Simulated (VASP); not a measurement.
# Sc (I4/mcm) in VASP: a series of runs

The runs below take Sc through electric field gradients, single point, with LDA.

All numbers are computed with VASP 6.6.1; they aren't measurements. Logs are shortened: lines on timing, memory, paths and dates and some standing lists are left out, and cuts for length are marked.

### 1 The cell of the first run

It takes space group I4/mcm (No. 140, tetragonal). Conventional cell: a = 6.176 Å, b = 6.176 Å, c = 5.412 Å, α = 90.00°, β = 90.00°, γ = 90.00°. Sc (site symmetry m2m) has 11 Sc at 2.86 to 3.38 Å within 3.8 Å.

### 2 Electric field gradients, LDA

File INCAR:

```
SYSTEM = Sc
PREC = Accurate ; ENCUT = 520
EDIFF = 1E-8 ; ISMEAR = -1
SIGMA = 0.08 ; LREAL = .False.
LASPH = .True. ; NELM = 100
ALGO = Normal ; ISIF = 2
LWAVE = .False. ; LCHARG = .False.
GGA = CA ; LEFG = .True.
NBANDS = 30
```

File KPOINTS:

```
regular mesh
0
Gamma
  8 8 8
  0 0 0
```

File POSCAR:

```
Sc
1.0
   -3.0880123167      3.0880123167      2.7062434742
    3.0880123167     -3.0880123167      2.7062434742
    3.0880123167      3.0880123167     -2.7062434742
Sc
4
Direct
    0.1637304900      0.3362695100      0.5000000000
    0.6637304900      0.1637304900      0.8274609800
    0.3362695100      0.8362695100      0.1725390200
    0.8362695100      0.6637304900      0.5000000000
```

Potentials or basis: VASP PAW LDA potentials, release 64 (Sc_sv).

The run is started by

```console
$ cat potpaw_LDA.64/Sc_sv/POTCAR > POTCAR
$ mpirun -np 1 vasp_std > vasp.out
```

OUTCAR:

```text
SYSTEM = Sc
   PREC = Accurate
   ENCUT = 520
   EDIFF = 1E-8
   ISMEAR = -1
   LREAL = .False.
   LASPH = .True.
   NELM = 100
   ISIF = 2
   GGA = CA

 ion  position               nearest neighbor table
   1  0.164  0.336  0.500-   4 2.86   4 3.10   4 3.10   3 3.27   3 3.27   2 3.27   2 3.27   2 3.38
                             2 3.38   3 3.38   3 3.38
   2  0.664  0.164  0.827-   3 2.86   3 3.10   3 3.10   1 3.27   4 3.27   4 3.27   1 3.27   4 3.38
                             1 3.38   1 3.38   4 3.38
   3  0.336  0.836  0.173-   2 2.86   2 3.10   2 3.10   4 3.27   1 3.27   4 3.27   1 3.27   1 3.38
                             4 3.38   4 3.38   1 3.38
   4  0.836  0.664  0.500-   1 2.86   1 3.10   1 3.10   2 3.27   2 3.27   3 3.27   3 3.27   2 3.38
                             3 3.38   2 3.38   3 3.38

  LATTYP: Found a body centered tetragonal cell.
 ALAT       =     6.1760246334
 C/A-ratio  =     0.8763706866

  Lattice vectors:

 A1 = (  -3.0880123167,   3.0880123167,   2.7062434742)
 A2 = (   3.0880123167,  -3.0880123167,   2.7062434742)
 A3 = (   3.0880123167,   3.0880123167,  -2.7062434742)

Analysis of symmetry for initial positions (statically):
=====================================================================
 Subroutine PRICEL returns:
 Original cell was already a primitive cell.

 Routine SETGRP: Setting up the symmetry group for a
 body centered tetragonal supercell.

 Subroutine GETGRP returns: Found 16 space group operations
 (whereof  8 operations were pure point group operations)
 out of a pool of 16 trial point group operations.

The static configuration has the point symmetry C_4h.
 The point group associated with its full space group is D_4h.

Analysis of symmetry for dynamics (positions and initial velocities):
=====================================================================
 Subroutine PRICEL returns:
 Original cell was already a primitive cell.

 Routine SETGRP: Setting up the symmetry group for a
 body centered tetragonal supercell.

 Subroutine GETGRP returns: Found 16 space group operations
 (whereof  8 operations were pure point group operations)
[... 149 lines left out ...]
  ext. energy  EPLUGINS =         0.00000000
  ---------------------------------------------------
  free energy    TOTEN  =       -26.01295650 eV

  energy without entropy =      -25.88361723  energy(sigma->0) =      -25.94828687

 E-fermi :   3.1240     XC(G=0):  -9.8821

 val. band max:        3.1070731371   @ k =   0.3750   0.3750  -0.0000
 cond. band min:       3.1373272741   @ k =  -0.1250   0.5000   0.1250
 fundamental gap:      0.0302541369
 Fermi energy:         3.1240237442

 k-point     1 :       0.0000    0.0000    0.0000
  band No.  band energies     occupation
      1     -45.6770      2.00000
      2     -45.6075      2.00000
      3     -45.5554      2.00000
      4     -45.5554      2.00000
      5     -24.7959      2.00000
      6     -24.7274      2.00000
[... 781 lines left out ...]
     29       4.7696      0.00000
     30       4.7696      0.00000

 [... further k-points ...]

------------------------ aborting loop because EDIFF is reached ----------------------------------------

  FORCE on cell =-STRESS in cart. coord.  units (eV):
  Direction    XX          YY          ZZ          XY          YZ          ZX
  --------------------------------------------------------------------------------------
  -------------------------------------------------------------------------------------
  Total       -2.5549748     -2.5549748     -2.8515032      0.0000000     -0.0000000      0.0000000
  in kB      -39.6563095    -39.6563095    -44.2587907      0.0000000     -0.0000000      0.0000000
  external PRESSURE =     -41.1904699 kB  Pullay stress =       0.0000000 kB

 VOLUME and BASIS-vectors are now :
 -----------------------------------------------------------------------------
  energy-cutoff  :      520.00
  volume of cell :      103.23
      direct lattice vectors                 reciprocal lattice vectors
    -3.088012317  3.088012317  2.706243474     0.000000000  0.161916453  0.184757951
     3.088012317 -3.088012317  2.706243474     0.161916453  0.000000000  0.184757951
     3.088012317  3.088012317 -2.706243474     0.161916453  0.161916453  0.000000000

 POSITION                                       TOTAL-FORCE (eV/Angst)
 -----------------------------------------------------------------------------------
      2.07681      1.01120      0.00000         0.024544     -0.024544      0.000000
      1.01120      4.09922      0.00000        -0.024544     -0.024544     -0.000000
      2.07681     -1.01120      2.70624         0.024544      0.024544      0.000000
      1.01120      2.07681      2.70624        -0.024544      0.024544      0.000000
 -----------------------------------------------------------------------------------
    total drift:                               -0.000000      0.000000     -0.000000

  FREE ENERGIE OF THE ION-ELECTRON SYSTEM (eV)
  ---------------------------------------------------
  free  energy   TOTEN  =       -26.0129565039 eV

  energy  without entropy=      -25.8836172320  energy(sigma->0) =      -25.94828687

 Electric field gradients (V/A^2)
---------------------------------------------------------------------
 ion       V_xx      V_yy      V_zz      V_xy      V_xz      V_yz
---------------------------------------------------------------------
   1       0.283     0.283    -0.566     6.672    -0.000    -0.000
   2       0.283     0.283    -0.566    -6.672    -0.000    -0.000
   3       0.283     0.283    -0.566    -6.672    -0.000    -0.000
   4       0.283     0.283    -0.566     6.672    -0.000    -0.000
---------------------------------------------------------------------

 Electric field gradients after diagonalization (V/A^2)
 (convention: |V_zz| > |V_xx| > |V_yy|)
----------------------------------------------------------------------
 ion       V_xx      V_yy      V_zz     asymmetry (V_yy - V_xx)/ V_zz
----------------------------------------------------------------------
   1      -6.389    -0.566     6.955       0.837
   2      -6.389    -0.566     6.955       0.837
   3      -6.389    -0.566     6.955       0.837
   4      -6.389    -0.566     6.955       0.837
----------------------------------------------------------------------

           NMR quadrupolar parameters

 Cq : quadrupolar parameter    Cq=e*Q*V_zz/h
 eta: asymmetry parameters     (V_yy - V_xx)/ V_zz
 Q  : nuclear electric quadrupole moment in mb (millibarn)
----------------------------------------------------------------------
 ion       Cq(MHz)       eta       Q (mb)
----------------------------------------------------------------------
   1       0.017       0.837       1.000
   2       0.017       0.837       1.000
   3       0.017       0.837       1.000
   4       0.017       0.837       1.000
----------------------------------------------------------------------
```

OSZICAR:

```text
N       E                     dE             d eps       ncg     rms          rms(c)
DAV:   1     0.937086170815E+03    0.93709E+03   -0.19381E+04  3548   0.157E+03
DAV:   2     0.419818681662E+02   -0.89510E+03   -0.88127E+03  5284   0.749E+02
DAV:   3    -0.253697463231E+02   -0.67352E+02   -0.64729E+02  5788   0.304E+02
DAV:   4    -0.287096457810E+02   -0.33399E+01   -0.31690E+01  5984   0.555E+01
DAV:   5    -0.288344223815E+02   -0.12478E+00   -0.12287E+00  6040   0.123E+01    0.110E+01
DAV:   6    -0.263824045142E+02    0.24520E+01   -0.54243E+00  4692   0.230E+01    0.327E+00
DAV:   7    -0.260411949157E+02    0.34121E+00   -0.13389E+00  5056   0.109E+01    0.116E+00
DAV:   8    -0.260157625709E+02    0.25432E-01   -0.90253E-02  5738   0.356E+00    0.338E-01
DAV:   9    -0.260132721378E+02    0.24904E-02   -0.26571E-02  5208   0.151E+00    0.155E-01
DAV:  10    -0.260129535681E+02    0.31857E-03   -0.21004E-03  5824   0.534E-01    0.311E-02
DAV:  11    -0.260129565642E+02   -0.29961E-05   -0.79055E-05  6040   0.134E-01    0.713E-03
DAV:  12    -0.260129565583E+02    0.58908E-08   -0.72141E-06  5856   0.362E-02    0.298E-03
DAV:  13    -0.260129565032E+02    0.55101E-07   -0.76005E-07  6080   0.151E-02    0.730E-04
DAV:  14    -0.260129565039E+02   -0.65393E-09   -0.47873E-08  5008   0.275E-03
   1 F= -.26012957E+02 E0= -.25948287E+02  d E =-.129339E+00
```

stdout:

```text
POSCAR found type information on POSCAR Sc
 POSCAR found :  1 types and       4 ions
 scaLAPACK will be used
 LDA part: xc-table for (Slater(with rela. corr.)+CA(PZ))
 , standard interpolation
 POSCAR, INCAR and KPOINTS ok, starting setup
 FFT: planning ... GRIDC
 FFT: planning ... GRID_SOFT
 FFT: planning ... GRID
 WAVECAR not read
 entering main loop
ion   1

ion   2

ion   3

ion   4
```

Wall time 7.2 min (1 thread of Intel Xeon 8259CL, shared host); peak memory 0.28 GiB.

Results:

```
Free energy                             : -26.0130 eV
Pressure                                : -4.1 GPa
Largest force                           : 0.035 eV/Å
Band gap on the k mesh                  : zero (bands 22 and 23 overlap by 0.62 eV)
Largest electric field gradient by atom : Sc +7.0 V/Å²
```

Forces on the atoms (eV/Å):
```
Sc   0.025 -0.025  0.000
Sc  -0.025 -0.025  0.000
Sc   0.025  0.025  0.000
Sc  -0.025  0.025  0.000
```

Stress tensor (GPa, compression positive):
```
-3.97  0.00  0.00
 0.00 -3.97  0.00
 0.00  0.00 -4.43
```

Electric field gradients, principal values (V/Å²):
```
atom   least  middle  greatest (by size)
1 Sc  -0.566  -6.389               6.955
2 Sc  -0.566  -6.389               6.955
3 Sc  -0.566  -6.389               6.955
4 Sc  -0.566  -6.389               6.955
```

Caveat: the cell stands under tension; without QUAD_EFG the Cq values of the log hold for a quadrupole moment of 1 mb, not for the nuclei.

### 3 Electric field gradients, LDA

File INCAR:

```
PREC = Accurate ; ENCUT = 520
EDIFF = 1E-8 ; ISMEAR = -1
SIGMA = 0.08 ; LREAL = False
LASPH = True ; NELM = 100
ALGO = Normal ; ISIF = 2
LWAVE = False ; LCHARG = False
LEFG = True ; NBANDS = 30
```

File KPOINTS:

```
regular mesh
0
Gamma
  8 8 8
```

POSCAR is that of step 2.

Potentials or basis: VASP PAW LDA potentials, release 64 (Sc_sv).

The run is started by

```console
$ cat potpaw_LDA.64/Sc_sv/POTCAR > POTCAR
$ mpirun -np 1 vasp_std > vasp.out
```

OUTCAR:

```text
PREC = Accurate
   ENCUT = 520
   EDIFF = 1E-8
   ISMEAR = -1
   LREAL = False
   LASPH = True
   NELM = 100
   ISIF = 2

 ion  position               nearest neighbor table
   1  0.164  0.336  0.500-   4 2.86   4 3.10   4 3.10   3 3.27   3 3.27   2 3.27   2 3.27   2 3.38
                             2 3.38   3 3.38   3 3.38
   2  0.664  0.164  0.827-   3 2.86   3 3.10   3 3.10   1 3.27   4 3.27   4 3.27   1 3.27   4 3.38
                             1 3.38   1 3.38   4 3.38
   3  0.336  0.836  0.173-   2 2.86   2 3.10   2 3.10   4 3.27   1 3.27   4 3.27   1 3.27   1 3.38
                             4 3.38   4 3.38   1 3.38
   4  0.836  0.664  0.500-   1 2.86   1 3.10   1 3.10   2 3.27   2 3.27   3 3.27   3 3.27   2 3.38
                             3 3.38   2 3.38   3 3.38

  LATTYP: Found a body centered tetragonal cell.
 ALAT       =     6.1760246334
 C/A-ratio  =     0.8763706866

  Lattice vectors:

 A1 = (  -3.0880123167,   3.0880123167,   2.7062434742)
 A2 = (   3.0880123167,  -3.0880123167,   2.7062434742)
 A3 = (   3.0880123167,   3.0880123167,  -2.7062434742)

Analysis of symmetry for initial positions (statically):
=====================================================================
 Subroutine PRICEL returns:
 Original cell was already a primitive cell.

 Routine SETGRP: Setting up the symmetry group for a
 body centered tetragonal supercell.

 Subroutine GETGRP returns: Found 16 space group operations
 (whereof  8 operations were pure point group operations)
 out of a pool of 16 trial point group operations.

The static configuration has the point symmetry C_4h.
 The point group associated with its full space group is D_4h.

Analysis of symmetry for dynamics (positions and initial velocities):
[... 968 lines left out ...]
  Direction    XX          YY          ZZ          XY          YZ          ZX
  --------------------------------------------------------------------------------------
  -------------------------------------------------------------------------------------
  Total       -2.5549748     -2.5549748     -2.8515032      0.0000000     -0.0000000      0.0000000
  in kB      -39.6563095    -39.6563095    -44.2587907      0.0000000     -0.0000000      0.0000000
  external PRESSURE =     -41.1904699 kB  Pullay stress =       0.0000000 kB

 VOLUME and BASIS-vectors are now :
 -----------------------------------------------------------------------------
  energy-cutoff  :      520.00
  volume of cell :      103.23
      direct lattice vectors                 reciprocal lattice vectors
    -3.088012317  3.088012317  2.706243474     0.000000000  0.161916453  0.184757951
     3.088012317 -3.088012317  2.706243474     0.161916453  0.000000000  0.184757951
     3.088012317  3.088012317 -2.706243474     0.161916453  0.161916453  0.000000000

 POSITION                                       TOTAL-FORCE (eV/Angst)
 -----------------------------------------------------------------------------------
      2.07681      1.01120      0.00000         0.024544     -0.024544      0.000000
      1.01120      4.09922      0.00000        -0.024544     -0.024544     -0.000000
      2.07681     -1.01120      2.70624         0.024544      0.024544      0.000000
      1.01120      2.07681      2.70624        -0.024544      0.024544      0.000000
 -----------------------------------------------------------------------------------
    total drift:                               -0.000000      0.000000     -0.000000

  FREE ENERGIE OF THE ION-ELECTRON SYSTEM (eV)
  ---------------------------------------------------
  free  energy   TOTEN  =       -26.0129565039 eV

  energy  without entropy=      -25.8836172320  energy(sigma->0) =      -25.94828687

 Electric field gradients (V/A^2)
---------------------------------------------------------------------
 ion       V_xx      V_yy      V_zz      V_xy      V_xz      V_yz
---------------------------------------------------------------------
   1       0.283     0.283    -0.566     6.672    -0.000    -0.000
   2       0.283     0.283    -0.566    -6.672    -0.000    -0.000
   3       0.283     0.283    -0.566    -6.672    -0.000    -0.000
   4       0.283     0.283    -0.566     6.672    -0.000    -0.000
---------------------------------------------------------------------

 Electric field gradients after diagonalization (V/A^2)
 (convention: |V_zz| > |V_xx| > |V_yy|)
----------------------------------------------------------------------
 ion       V_xx      V_yy      V_zz     asymmetry (V_yy - V_xx)/ V_zz
----------------------------------------------------------------------
   1      -6.389    -0.566     6.955       0.837
   2      -6.389    -0.566     6.955       0.837
   3      -6.389    -0.566     6.955       0.837
   4      -6.389    -0.566     6.955       0.837
----------------------------------------------------------------------

           NMR quadrupolar parameters

 Cq : quadrupolar parameter    Cq=e*Q*V_zz/h
 eta: asymmetry parameters     (V_yy - V_xx)/ V_zz
 Q  : nuclear electric quadrupole moment in mb (millibarn)
----------------------------------------------------------------------
 ion       Cq(MHz)       eta       Q (mb)
----------------------------------------------------------------------
   1       0.017       0.837       1.000
   2       0.017       0.837       1.000
   3       0.017       0.837       1.000
   4       0.017       0.837       1.000
----------------------------------------------------------------------
```

OSZICAR:

```text
N       E                     dE             d eps       ncg     rms          rms(c)
DAV:   1     0.937086170815E+03    0.93709E+03   -0.19381E+04  3548   0.157E+03
DAV:   2     0.419818681662E+02   -0.89510E+03   -0.88127E+03  5284   0.749E+02
DAV:   3    -0.253697463231E+02   -0.67352E+02   -0.64729E+02  5788   0.304E+02
DAV:   4    -0.287096457810E+02   -0.33399E+01   -0.31690E+01  5984   0.555E+01
DAV:   5    -0.288344223815E+02   -0.12478E+00   -0.12287E+00  6040   0.123E+01    0.110E+01
DAV:   6    -0.263824045142E+02    0.24520E+01   -0.54243E+00  4692   0.230E+01    0.327E+00
DAV:   7    -0.260411949157E+02    0.34121E+00   -0.13389E+00  5056   0.109E+01    0.116E+00
DAV:   8    -0.260157625709E+02    0.25432E-01   -0.90253E-02  5738   0.356E+00    0.338E-01
DAV:   9    -0.260132721378E+02    0.24904E-02   -0.26571E-02  5208   0.151E+00    0.155E-01
DAV:  10    -0.260129535681E+02    0.31857E-03   -0.21004E-03  5824   0.534E-01    0.311E-02
DAV:  11    -0.260129565642E+02   -0.29961E-05   -0.79055E-05  6040   0.134E-01    0.713E-03
DAV:  12    -0.260129565583E+02    0.58908E-08   -0.72141E-06  5856   0.362E-02    0.298E-03
DAV:  13    -0.260129565032E+02    0.55101E-07   -0.76005E-07  6080   0.151E-02    0.730E-04
DAV:  14    -0.260129565039E+02   -0.65393E-09   -0.47873E-08  5008   0.275E-03
   1 F= -.26012957E+02 E0= -.25948287E+02  d E =-.129339E+00
```

It took 5.5 min on 1 thread of Intel Xeon 8259CL, shared host; peak memory 0.28 GiB.

What came out:

```yaml
Free_energy: -26.0130 eV
Pressure: -4.1 GPa
Largest_force: 0.035 eV/Å
Band_gap_on_the_k_mesh: zero (bands 22 and 23 overlap by 0.62 eV)
Largest_electric_field_gradient_by_atom: Sc +7.0 V/Å²
```

Forces in eV/Å, atoms in the order of the input:
```
Sc   0.025 -0.025  0.000
Sc  -0.025 -0.025  0.000
Sc   0.025  0.025  0.000
Sc  -0.025  0.025  0.000
```

Stress tensor (GPa, compression positive):
```
-3.97  0.00  0.00
 0.00 -3.97  0.00
 0.00  0.00 -4.43
```

Levels at points of the mesh, in eV from the Fermi level:
| k point | band 19 | band 20 | band 21 | band 22 | band 23 | band 24 | band 25 | band 26 |
| --- | --- | --- | --- | --- | --- | --- | --- | --- |
| (0.00, 0.00, 0.00) | -0.68 | -0.42 | -0.33 | -0.33 | 0.24 | 0.93 | 0.93 | 1.33 |
| (0.50, 0.00, 0.00) | -1.13 | -1.13 | -0.10 | -0.10 | 0.67 | 0.67 | 0.81 | 0.81 |
| (0.50, 0.50, 0.00) | -0.59 | -0.51 | -0.45 | -0.45 | -0.34 | 0.96 | 1.02 | 1.14 |
| (0.50, 0.50, 0.50) | -1.61 | -0.97 | -0.75 | 0.28 | 0.52 | 0.62 | 0.62 | 0.92 |

Electric field gradients, principal values (V/Å²):
| atom | least | middle | greatest (by size) |
| --- | --- | --- | --- |
| 1 Sc | -0.566 | -6.389 | 6.955 |
| 2 Sc | -0.566 | -6.389 | 6.955 |
| 3 Sc | -0.566 | -6.389 | 6.955 |
| 4 Sc | -0.566 | -6.389 | 6.955 |

Caveat: the cell stands under tension; without QUAD_EFG the Cq values of the log hold for a quadrupole moment of 1 mb, not for the nuclei.

(Continued in part 2 of 2.)

The gap in the log of VASP goes by the Fermi energy; the results here count the filled bands.